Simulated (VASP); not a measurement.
Runs of VASP 6.6.1 on Ti3Ge2. The structure is that of space group Pm-3m (No. 221), or close to it. The cells are those of the table. 

```tsv
task	cell	k mesh	cutoff (eV)	gap on the mesh (eV)	pressure (GPa)	relaxed volume (Å³/atom)
relaxation of cell and atoms	relaxed from a = 4.467 Å, 5 atoms	4 × 4 × 4	600	none	-0.1	20.40
single point	a = 4.467 Å, 5 atoms	4 × 4 × 4	520	none	15.2	-
relaxation of cell and atoms	relaxed from a = 4.663 Å, 5 atoms	8 × 8 × 8	600	none	0.0	20.40
single point	a = 4.663 Å, 5 atoms	4 × 4 × 4	520	none	(a)	-
```

Alike in all rows: level PBE; potentials or basis VASP PAW PBE potentials, release 64 (Ti_sv, Ge_d); no spin polarisation; smearing gaussian 0.1 eV.

Problem. Fill in the values left out.

Solution. (a) 0.4.

A k mesh can miss the band edges, and the runs leave out spin-orbit coupling on Ge.

A gap of «none» marks levels without a gap at the run's occupations.
